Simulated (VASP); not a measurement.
# CO2 (Pa-3) in VASP: single point with PBE

Aim: the single point of CO2 with PBE.

All numbers are computed with VASP 6.6.1; they aren't measurements. Logs are shortened: lines on timing, memory, paths and dates and some standing lists are left out, and cuts for length are marked.

### 1 The cell of the first run

It takes space group Pa-3 (No. 205, cubic). The conventional cell has a = 5.620 Å, b = 5.620 Å, c = 5.620 Å, α = 90.00°, β = 90.00°, γ = 90.00°. C (site symmetry -3) has 2 O at 1.17 Å within 1.6 Å. O (site symmetry 3) has 1 C at 1.17 Å within 1.6 Å.

### 2 Single point, PBE

INCAR

```
SYSTEM = CO2
PREC = Accurate
ENCUT = 1340
EDIFF = 1E-6
ISMEAR = -1
SIGMA = 0.02
LREAL = .FALSE.
LASPH = .TRUE.
NELM = 120
ALGO = Normal
ISIF = 2
LWAVE = .FALSE.
LCHARG = .TRUE.
GGA = PE
LELF = .TRUE.
LVHAR = .TRUE.
NBANDS = 44
GGA_COMPAT = .FALSE.
```

KPOINTS

```
regular mesh
0
G
  4 4 4
  0 0 0
```

POSCAR

```
CO2
1.0
    5.6200000000      0.0000000000      0.0000000000
    0.0000000000      5.6200000000      0.0000000000
    0.0000000000      0.0000000000      5.6200000000
C O
4 8
Direct
    0.0000000000      0.0000000000      0.0000000000
    0.5000000000      0.0000000000      0.5000000000
    0.5000000000      0.5000000000      0.0000000000
    0.0000000000      0.5000000000      0.5000000000
    0.1200345207      0.1200345207      0.1200345207
    0.3799654793      0.8799654793      0.6200345207
    0.6200345207      0.3799654793      0.8799654793
    0.8799654793      0.6200345207      0.3799654793
    0.8799654793      0.8799654793      0.8799654793
    0.6200345207      0.1200345207      0.3799654793
    0.3799654793      0.6200345207      0.1200345207
    0.1200345207      0.3799654793      0.6200345207
```

Potentials or basis: VASP PAW PBE potentials, release 64 (C_h, O_h).

Launch:

```console
> cat potpaw_PBE.64/C_h/POTCAR potpaw_PBE.64/O_h/POTCAR > POTCAR
> mpirun -np 1 vasp_std > vasp.out
```

OUTCAR:

```text
SYSTEM = CO2
   PREC = Accurate
   ENCUT = 1340
   EDIFF = 1E-6
   ISMEAR = -1
   LREAL = .FALSE.
   LASPH = .TRUE.
   NELM = 120
   ISIF = 2
   GGA = PE

 ion  position               nearest neighbor table
   1  0.000  0.000  0.000-   5 1.17   9 1.17
   2  0.500  0.000  0.500-   6 1.17  10 1.17
   3  0.500  0.500  0.000-   7 1.17  11 1.17
   4  0.000  0.500  0.500-   8 1.17  12 1.17
   5  0.120  0.120  0.120-   1 1.17
   6  0.380  0.880  0.620-   2 1.17
   7  0.620  0.380  0.880-   3 1.17
   8  0.880  0.620  0.380-   4 1.17
   9  0.880  0.880  0.880-   1 1.17
  10  0.620  0.120  0.380-   2 1.17
  11  0.380  0.620  0.120-   3 1.17
  12  0.120  0.380  0.620-   4 1.17

  LATTYP: Found a simple cubic cell.
 ALAT       =     5.6200000000

  Lattice vectors:

 A1 = (   5.6200000000,   0.0000000000,   0.0000000000)
 A2 = (   0.0000000000,   5.6200000000,   0.0000000000)
 A3 = (   0.0000000000,   0.0000000000,   5.6200000000)

Analysis of symmetry for initial positions (statically):
=====================================================================
 Subroutine PRICEL returns:
 Original cell was already a primitive cell.

 Routine SETGRP: Setting up the symmetry group for a
 simple cubic supercell.

 Subroutine GETGRP returns: Found 24 space group operations
 (whereof  6 operations were pure point group operations)
 out of a pool of 48 trial point group operations.

The static configuration has the point symmetry S_6 .
 The point group associated with its full space group is T_h .

Analysis of symmetry for dynamics (positions and initial velocities):
=====================================================================
 Subroutine PRICEL returns:
 Original cell was already a primitive cell.

 Routine SETGRP: Setting up the symmetry group for a
 simple cubic supercell.

 Subroutine GETGRP returns: Found 24 space group operations
 (whereof  6 operations were pure point group operations)
 out of a pool of 48 trial point group operations.

The dynamic configuration has the point symmetry S_6 .
 The point group associated with its full space group is T_h .

 Subroutine INISYM returns: Found 24 space group operations
 (whereof  6 operations are pure point group operations),
 and found     1 'primitive' translations

[... 108 lines left out ...]
   POTIM  = 0.5000    time-step for ionic-motion
   TEBEG  =    0.0;   TEEND  =   0.0 temperature during run
   PSTRESS=    0.0 pullay stress
   NELECT =      64.0000    total number of electrons
   NUPDOWN=      -1.0000    fix difference up-down
   EMIN   =  10.00;   EMAX   =-10.00  energy-range for DOS
   EFERMI =   0.00;   METHOD = LEGACY
   ISMEAR =    -1;   SIGMA  =   0.02  broadening in eV -4-tet -1-fermi 0-gaus
   EFERMI_NEDOS =   21; number of points for ismear=-14 and -15
   IALGO  =     38    algorithm
   IMIX   =      4    mixing-type and parameters
     AMIX     =   0.40;   BMIX     =  1.00
     AMIX_MAG =   1.60;   BMIX_MAG =  1.00
  volume/ion in A,a.u.               =      14.79        99.82
  Fermi-wavevector in a.u.,A,eV,Ry     =   1.165195  2.201899 18.472341  1.357679
  Thomas-Fermi vector in A             =   2.301723
   LORBIT       =      0    0 simple, 1 ext, 2 COOP (PROOUT), +10 PAW based schemes
   GGA     = PE    functional components
   LHFCALC =     F    Hartree Fock is set to
   AEXX    =    0.0000 exact exchange contribution
   IVDW    =     0    specifies the selected vdW correction
   LEPSILON=     F    determine dielectric tensor
   LRPA    =     F    only Hartree local field effects (RPA)
 non-spin polarized calculation
  energy-cutoff  :     1340.00
  volume of cell :      177.50
 maximum number of plane-waves:     19882
 NGX is ok and might be reduce to    70
   NGX = 33   NGY = 33   NGZ = 33

 number of electron      64.0000000 magnetization

 Free energy of the ion-electron system (eV)
  ---------------------------------------------------
  ext. energy  EPLUGINS =         0.00000000
  ---------------------------------------------------
  free energy    TOTEN  =       -93.20050283 eV

  energy without entropy =      -93.20050283  energy(sigma->0) =      -93.20050283

 E-fermi :  -2.7170     XC(G=0):  -7.8635

 val. band max:       -3.1547955726   @ k =   0.0000   0.0000   0.0000
 cond. band min:       3.6384920670   @ k =   0.0000   0.0000   0.0000
 fundamental gap:      6.7932876396
 Fermi energy:        -2.7169531382

 k-point     1 :       0.0000    0.0000    0.0000
  band No.  band energies     occupation
      1     -23.6565      2.00000
      2     -23.4478      2.00000
      3     -23.4478      2.00000
      4     -23.4478      2.00000
      5     -22.5209      2.00000
      6     -22.5209      2.00000
[... 506 lines left out ...]
     43       6.5351      0.00000
     44       6.5351      0.00000

------------------------ aborting loop because EDIFF is reached ----------------------------------------

  FORCE on cell =-STRESS in cart. coord.  units (eV):
  Direction    XX          YY          ZZ          XY          YZ          ZX
  --------------------------------------------------------------------------------------
  -------------------------------------------------------------------------------------
  Total        1.1963771      1.1963771      1.1963771      0.0000000      0.0000000      0.0000000
  in kB       10.7986562     10.7986562     10.7986562      0.0000000      0.0000000      0.0000000
  external PRESSURE =      10.7986562 kB  Pullay stress =       0.0000000 kB

 VOLUME and BASIS-vectors are now :
 -----------------------------------------------------------------------------
  energy-cutoff  :     1340.00
  volume of cell :      177.50
      direct lattice vectors                 reciprocal lattice vectors
     5.620000000  0.000000000  0.000000000     0.177935943  0.000000000  0.000000000
     0.000000000  5.620000000  0.000000000     0.000000000  0.177935943  0.000000000
     0.000000000  0.000000000  5.620000000     0.000000000  0.000000000  0.177935943

 POSITION                                       TOTAL-FORCE (eV/Angst)
 -----------------------------------------------------------------------------------
      0.00000      0.00000      0.00000         0.000000     -0.000000      0.000000
      2.81000      0.00000      2.81000         0.000000     -0.000000      0.000000
      2.81000      2.81000      0.00000         0.000000     -0.000000      0.000000
      0.00000      2.81000      2.81000         0.000000     -0.000000      0.000000
      0.67459      0.67459      0.67459         0.000415      0.000415      0.000415
      2.13541      4.94541      3.48459        -0.000415     -0.000415      0.000415
      3.48459      2.13541      4.94541         0.000415     -0.000415     -0.000415
      4.94541      3.48459      2.13541        -0.000415      0.000415     -0.000415
      4.94541      4.94541      4.94541        -0.000415     -0.000415     -0.000415
      3.48459      0.67459      2.13541         0.000415      0.000415     -0.000415
      2.13541      3.48459      0.67459        -0.000415      0.000415      0.000415
      0.67459      2.13541      3.48459         0.000415     -0.000415      0.000415
 -----------------------------------------------------------------------------------
    total drift:                                0.000000      0.000000      0.000000

  FREE ENERGIE OF THE ION-ELECTRON SYSTEM (eV)
  ---------------------------------------------------
  free  energy   TOTEN  =       -93.2005028281 eV

  energy  without entropy=      -93.2005028280  energy(sigma->0) =      -93.20050283
```

OSZICAR:

```text
N       E                     dE             d eps       ncg     rms          rms(c)
DAV:   1     0.772749766431E+03    0.77275E+03   -0.53585E+04   968   0.278E+03
DAV:   2     0.175187690952E+02   -0.75523E+03   -0.72108E+03  1368   0.412E+02
DAV:   3    -0.959171583034E+02   -0.11344E+03   -0.11191E+03  1184   0.169E+02
DAV:   4    -0.993615318756E+02   -0.34444E+01   -0.33990E+01  1192   0.310E+01
DAV:   5    -0.994658722148E+02   -0.10434E+00   -0.10407E+00  1168   0.523E+00    0.170E+01
DAV:   6    -0.937104390584E+02    0.57554E+01   -0.16846E+01  1164   0.217E+01    0.671E+00
DAV:   7    -0.933196891484E+02    0.39075E+00   -0.10307E+00  1120   0.628E+00    0.386E+00
DAV:   8    -0.932093960674E+02    0.11029E+00   -0.68323E-01  1196   0.413E+00    0.755E-01
DAV:   9    -0.932007588650E+02    0.86372E-02   -0.97147E-02  1040   0.178E+00    0.489E-01
DAV:  10    -0.932002055667E+02    0.55330E-03   -0.66607E-03  1116   0.647E-01    0.803E-02
DAV:  11    -0.932004560574E+02   -0.25049E-03   -0.62226E-04  1224   0.146E-01    0.444E-02
DAV:  12    -0.932005037753E+02   -0.47718E-04   -0.93713E-05  1156   0.554E-02    0.918E-03
DAV:  13    -0.932005028281E+02    0.94720E-06   -0.97596E-06  1136   0.204E-02
   1 F= -.93200503E+02 E0= -.93200503E+02  d E =-.228272E-10
```

Run time: 3.1 min. Hardware: 1 thread of Intel Xeon 6975P-C (Granite Rapids), shared host; peak memory 0.83 GiB.

Results:

| Quantity | Value |
| --- | --- |
| Free energy | -93.2005 eV |
| Pressure | 1.1 GPa |
| Band gap on the k mesh | 6.79 eV |

Caveat: this functional lacks dispersion, which holds the molecules together, so the pressure and a relaxed volume are unreliable.
